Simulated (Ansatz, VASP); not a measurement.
## Two plane-wave programs on TlBr

INCAR

```
  PREC = Accurate
  ENCUT = 500
  EDIFF = 1E-6
  ISMEAR = 0
  SIGMA = 0.02
  LREAL = False
  LASPH = True
  NELM = 120
  ALGO = Normal
  ISIF = 2
  LWAVE = False
  LCHARG = False
  GGA = PS
  NBANDS = 17
  GGA_COMPAT = False
```

The input KPOINTS:

```
Automatic mesh
0
Gamma
  8 8 8
```

The input POSCAR:

```
TlBr
1.0
    4.0978737000      0.0000000000      0.0000000000
    0.0000000000      4.0978737000      0.0000000000
    0.0000000000      0.0000000000      4.0978737000
Tl Br
1 1
Direct
    0.0000000000      0.0000000000      0.0000000000
    0.5000000000      0.5000000000      0.5000000000
```

Input for Ansatz:

```yaml
crystal:
  lattice:
    - [4.0978737, 0.0, 0.0]
    - [0.0, 4.0978737, 0.0]
    - [0.0, 0.0, 4.0978737]
  atoms:
    - { symbol: Tl, position: [0.0, 0.0, 0.0] }
    - { symbol: Br, position: [0.5, 0.5, 0.5] }
basis:
  ecutwfc: 420
  ecutrho_ratio: 4
kpoints:
  mp_grid: { grid: [8, 8, 8] }
hamiltonian:
  xc: pbesol
scf:
  occupations: { method: gaussian, width: 0.02 }
output:
  forces: true
  eigenvalues: true
  stress: true
```

Alike in both runs: task single point; functional PBEsol; k mesh 8 × 8 × 8; occupations gaussian, width 0.02 eV; no spin polarisation.

```csv
,VASP,Ansatz
version,VASP 6.6.1,Ansatz 0.2.0
potentials or method,"VASP PAW PBE potentials, release 64 (Tl_d, Br), cutoff 500 eV","scalar-relativistic, plane waves, PAW"
valence electrons in the cell,20,20
```

|  | VASP | Ansatz | Ansatz less VASP |
| --- | --- | --- | --- |
| gap on the k mesh at the Fermi level (eV) | 1.95 | 1.95 | -0.004 |
| pressure (GPa) | -2.6 | -2.6 | +0.03 |

VASP's potentials were made for PBE, not for PBEsol.

Spin-orbit coupling is off throughout.
